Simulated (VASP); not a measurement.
**AlN: single point with PBEsol**

The system is AlN.

```
Al N
1.0
     3.11100    0.00000    0.00000
    -1.55550    2.69421    0.00000
     0.00000    0.00000    4.97800
Al N
2 2
Cartesian
  0.0000 1.7961 0.0000
  1.5555 0.8981 2.4890
  -0.6000 1.7961 1.9165
  1.5555 0.8981 4.4055
```

This cell differs from its parent crystal: atom 3 (N) moved by (-0.600, +0.000) A along x and y.

```json
{
  "Program": "VASP 6.6.1",
  "Task": "single point",
  "Functional": "PBEsol",
  "Potentials or basis": "VASP PAW PBE potentials, release 64 (Al, N)",
  "Cutoff": "600 eV",
  "k mesh": "12 × 12 × 6",
  "Occupations": "gaussian, width 0.05 eV",
  "Spin": "no spin polarisation",
  "Dipole correction": "no",
  "Further INCAR settings": "ALGO = Normal; EDIFF = 1e-06; NBANDS = 16"
}
```

| Property | Result |
| --- | --- |
| Pressure | 29.5 GPa |
| Largest force | 21.534 eV/Å |
| Band gap on the k mesh | 3.14 eV |

Forces in eV/Å, atoms in the order of the input:
```
Al   -0.884   0.056   0.740
Al  -13.943 -12.587   7.699
N    15.276  12.836  -8.100
N    -0.449  -0.305  -0.339
```

Stress tensor (GPa, compression positive):
```
 37.67  44.43 -25.17
 44.43  36.51 -27.47
-25.17 -27.47  14.19
```

Levels at points of the mesh, in eV from the valence-band top:
```tsv
k point	band 5	band 6	band 7	band 8	band 9	band 10	band 11	band 12
(0.00, 0.00, 0.00)	-1.18	-0.88	-0.53	0.00	3.14	5.93	8.87	10.15
(0.50, 0.00, 0.00)	-3.39	-2.85	-2.36	-1.02	4.70	6.74	7.53	8.07
(0.00, 0.50, 0.00)	-3.93	-2.25	-2.07	-1.37	4.80	5.60	6.60	8.84
(0.50, 0.50, 0.00)	-3.90	-2.76	-1.57	-0.85	3.30	5.76	6.74	9.13
(0.00, 0.00, 0.50)	-1.66	-1.16	-1.07	-0.22	4.84	5.62	9.19	9.84
(0.50, 0.00, 0.50)	-2.16	-1.73	-1.42	-1.16	4.07	4.23	7.81	8.60
(0.00, 0.50, 0.50)	-2.38	-1.91	-1.72	-1.14	4.05	4.66	7.60	8.33
(0.50, 0.50, 0.50)	-2.73	-2.32	-2.28	-1.77	5.34	5.55	7.22	7.94
```

It took 6.6 min on 1 thread of Intel Xeon 8259CL, with other jobs on the host, peak memory 0.41 GiB.

Caveat: the cell differs from its parent crystal (atom 3 (N) moved by (-0.600, +0.000) A along x and y); the cell stands under pressure; the PAW data sets were made with another functional, which shifts forces and pressure a little. A k mesh can miss the band edges.
